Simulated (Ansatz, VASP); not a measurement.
# One calculation of BiAs, two programs

INCAR

```
SYSTEM = BiAs
PREC = Accurate
ENCUT = 520
EDIFF = 1E-6
ISMEAR = -1
SIGMA = 0.05
LREAL = .False.
LASPH = .True.
NELM = 100
ALGO = Normal
ISIF = 2
LWAVE = .False.
LCHARG = .False.
GGA = PE
NBANDS = 17
```

Contents of KPOINTS:

```
Automatic mesh
0
Gamma
  13 13 13
  0 0 0
```

Contents of POSCAR:

```
BiAs
1.0
    3.7664996236      0.0000000000      0.0000000000
    0.0000000000      3.7664996236      0.0000000000
    0.0000000000      0.0000000000      3.7664996236
As Bi
1 1
Direct
    0.0000000000      0.0000000000      0.0000000000
    0.5000000000      0.5000000000      0.5000000000
```

Input for Ansatz:

```yaml
crystal:
  lattice:
    - [3.7664996236, 0.0, 0.0]
    - [0.0, 3.7664996236, 0.0]
    - [0.0, 0.0, 3.7664996236]
  atoms:
    - { symbol: As, position: [0.0, 0.0, 0.0] }
    - { symbol: Bi, position: [0.5, 0.5, 0.5] }
kpoints:
  mp_grid: { grid: [13, 13, 13] }
scf:
  occupations: { method: fermi_dirac, width: 0.05 }
hamiltonian:
  xc: pbe
  pseudopotentials: { kind: all_electron, lapw: { basis_error: 0.0005 } }
output:
  forces: true
  stress: true
  eigenvalues: true
```

Change from the starting cell: volume scaled by 1.06.

Alike in both runs: task single point; functional PBE; k mesh 13 × 13 × 13; occupations fermi-dirac, width 0.05 eV; no spin polarisation.

```csv
,VASP,Ansatz
version,VASP 6.6.1,Ansatz 0.2.0
potentials or method,"VASP PAW PBE potentials, release 64 (As, Bi_d), cutoff 520 eV","all-electron LAPW, scalar-relativistic"
```

```csv
,VASP,Ansatz,Ansatz less VASP
pressure (GPa),-3.4,-3.4,+0.03
```

Ansatz ran all-electron here, and VASP with PAW potentials.

Spin-orbit coupling is off throughout.
